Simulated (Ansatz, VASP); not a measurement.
## Co in VASP and in Ansatz

Contents of INCAR:

```
SYSTEM = Co
ALGO     = Normal         ! electronic algorithm
EDIFF    = 1E-6           ! SCF threshold, eV
ENCUT    = 520            ! plane-wave cutoff, eV
GGA      = PE             ! functional
ISIF     = 2              ! what is computed and relaxed
ISMEAR   = -1             ! smearing method
ISPIN    = 2              ! spin polarisation
LASPH    = .True.         ! aspherical terms in the spheres
LCHARG   = .False.        ! write CHGCAR
LMAXMIX  = 4              ! l up to which the mixer works
LORBIT   = 11             ! projections on sites
LREAL    = .False.        ! projectors in reciprocal space
LWAVE    = .False.        ! write WAVECAR
MAGMOM   = 1.69 1.69      ! initial moments
NBANDS   = 20             ! bands
NELM     = 150            ! most SCF steps
PREC     = Accurate       ! precision mode
SIGMA    = 0.05           ! smearing width, eV
```

KPOINTS

```
k-points
0
Gamma
  4 4 2
  0 0 0
```

POSCAR

```
Co
1.0
    2.4935221926      0.0000000000      0.0000000000
   -1.2467610963      2.1594535637      0.0000000000
    0.0000000000      0.0000000000      4.0277844638
Co
2
Direct
    0.3333333333      0.6666666667      0.2500000000
    0.6666666667      0.3333333333      0.7500000000
```

Input for Ansatz:

```yaml
crystal:
  lattice:
    - [2.4935221926, 0.0, 0.0]
    - [-1.2467610963, 2.1594535637, 0.0]
    - [0.0, 0.0, 4.0277844638]
  atoms:
    - { symbol: Co, position: [0.3333333333, 0.6666666667, 0.25], spin: 1.69 }
    - { symbol: Co, position: [0.6666666667, 0.3333333333, 0.75], spin: 1.69 }
hamiltonian:
  xc: pbe
  pseudopotentials:
    kind: paw
    azcp:
      Co: "pseudopotentials/Co.paw.azcp"
basis:
  ecutwfc: 420
  fft_grid_basis: typed
kpoints:
  mp_grid: { grid: [4, 4, 2], shift: [0, 0, 0] }
magnetization:
  spin_polarized: true
scf:
  occupations: { method: fermi_dirac, width: 0.05 }
  lower_state_search: "off"
output:
  stress: true
```

Alike in both runs: task single point; functional PBE; k mesh 4 × 4 × 2; occupations fermi-dirac, width 0.05 eV; collinear spin.

|  | VASP | Ansatz |
| --- | --- | --- |
| version | VASP 6.6.1 | Ansatz 0.2.0 |
| potentials or method | VASP PAW PBE potentials, release 64 (Co), cutoff 520 eV | plane waves (420 eV) with PAW, scalar-relativistic |
| valence electrons in the cell | 18 | 34 |

Ansatz gave:

```
pressure (GPa)                                                : 2.0
traceless stress, the component that is largest in VASP (GPa) : 3.54
net moment per atom (μB)                                      : 1.69
size of the moment on the site where the two differ most (μB) : 1.74
```

Which values does VASP return?

Pressure (GPa): 1.2; traceless stress, the component that is largest in VASP (GPa): 2.97; net moment per atom (μB): 1.68; size of the moment on the site where the two differ most (μB): 1.69.

Site moments also hang on the region over which each program counts them. VASP's potentials hold 18 valence electrons a cell and Ansatz's 34, so a difference there can come from the potentials and not from the codes.

The k mesh is coarse, so the values compare programs but aren't converged.
